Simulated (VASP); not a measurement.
Set up this calculation in VASP 6.6.1, as the native input.

| Quantity | Value |
| --- | --- |
| Task | relaxation of cell and atoms |
| Functional | PBE |
| Potentials or basis | VASP PAW PBE potentials, release 64 (Li_sv, Zr_sv, O) |
| Cutoff | 600 eV |
| k mesh | 14 × 14 × 14 |
| Occupations | gaussian, width 0.1 eV |
| Spin | no spin polarisation |
| Dipole correction | no |
| Further INCAR settings | ALGO = Normal; EDIFF = 1e-07; IBRION = 2; EDIFFG = -0.01; NSW = 100; ISIF = 3 |

The structure of Li2ZrO2 lies in POSCAR:

```
Li2ZrO2
1.0
   -1.8210376666      1.8210376666      3.5595668889
    1.8210376666     -1.8210376666      3.5595668889
    1.8210376666      1.8210376666     -3.5595668889
Li Zr O
2 1 2
Direct
    0.3331058429      0.3331058429      0.0000000000
    0.6668941571      0.6668941571      0.0000000000
    0.0000000000      0.0000000000      0.0000000000
    0.2500000000      0.7500000000      0.5000000000
    0.7500000000      0.2500000000      0.5000000000
```

The cell was generated, and may not be a known phase.

One way to write it, as run:

INCAR

```
SYSTEM = Li2ZrO2
  PREC = Accurate
  ENCUT = 600
  EDIFF = 1E-7
  ISMEAR = 0
  SIGMA = 0.1
  LREAL = .False.
  LASPH = .True.
  NELM = 60
  ALGO = Normal
  ISIF = 3
  LWAVE = .False.
  LCHARG = .False.
  GGA = PE
  IBRION = 2
  NSW = 100
  EDIFFG = -0.01
```

KPOINTS

```
regular mesh
0
Gamma
  14 14 14
  0 0 0
```

Potentials or basis: VASP PAW PBE potentials, release 64 (Li_sv, Zr_sv, O).

Command:

```bash
$ cat potpaw_PBE.64/Li_sv/POTCAR potpaw_PBE.64/Zr_sv/POTCAR potpaw_PBE.64/O/POTCAR > POTCAR
$ mpirun -np 1 vasp_std > vasp.out
```

It gave:

- Relaxed volume: 9.46 Å³/atom
- Relaxed cell: a = 4.396 Å, b = 4.396 Å, c = 4.396 Å, α = 131.04°, β = 131.04°, γ = 71.75°
- Space group after relaxing (to 0.1 Å): I4/mmm (No. 139)
- Energy gained by relaxing: 0.0 meV/atom
- Ionic steps: 2
- Pressure after relaxing: 0.0 GPa
- Band gap on the k mesh: zero (bands 15 and 16 overlap by 0.28 eV)

Caveat: the cutoff is under 1.25 times the usual one of these potentials, so pressure, stress and relaxed cells hold a basis-set (Pulay) error.

It took 9.1 min on 1 thread of Intel Xeon 8259CL (shared host), peak memory 0.42 GiB.
